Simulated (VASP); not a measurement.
A run of VASP 6.6.1 is set up as follows.

The input POSCAR:

```
CdS
1.0
    3.8410415941      0.0000000000      0.0000000000
   -1.9205207970      3.3264395975      0.0000000000
    0.0000000000      0.0000000000      6.4452705884
Cd S
2 2
Direct
    0.0000000000      0.0000000000      0.0000000000
    0.0000000000      0.0000000000      0.5000000000
    0.3333333333      0.6666666667      0.2500000000
    0.6666666667      0.3333333333      0.7500000000
```

File INCAR.step1:

```
SYSTEM = CdS
  PREC = Accurate
  ENCUT = 520
  ISMEAR = 0
  SIGMA = 0.01
  LREAL = .FALSE.
  LASPH = .TRUE.
  NELM = 60
  NBANDS = 26
  GGA = PE
  ALGO = Normal
  EDIFF = 1E-4
  LWAVE = .TRUE.
  LCHARG = .FALSE.
```

Contents of INCAR.step2:

```
SYSTEM = CdS
  PREC = Accurate
  ENCUT = 520
  EDIFF = 1E-6
  ISMEAR = 0
  SIGMA = 0.01
  LREAL = .FALSE.
  LASPH = .TRUE.
  NELM = 60
  ALGO = Normal
  ISIF = 2
  LWAVE = .FALSE.
  LCHARG = .TRUE.
  METAGGA = R2SCAN
  LMIXTAU = .TRUE.
  LELF = .TRUE.
  LVHAR = .TRUE.
  NBANDS = 26
  ISTART = 1
```

KPOINTS

```
regular mesh
0
G
  6 6 2
  0 0 0
```

Potentials or basis: VASP PAW PBE potentials, release 64 (Cd, S).

The run is started by

```bash
$ cat potpaw_PBE.64/Cd/POTCAR potpaw_PBE.64/S/POTCAR > POTCAR
$ cp INCAR.step1 INCAR
$ mpirun -np 1 vasp_std > vasp.out
$ cp INCAR.step2 INCAR
$ mpirun -np 1 vasp_std > vasp.out
```

Question: Predict the pressure.

Answer: 0.5 GPa.

Question: Predict the band gap on the k mesh.

Answer: 1.24 eV, direct.

Caveat: the k points lie up to 0.49 Å⁻¹ apart; the PAW data sets were made with another functional, which shifts forces and pressure a little. A k mesh can miss the band edges.
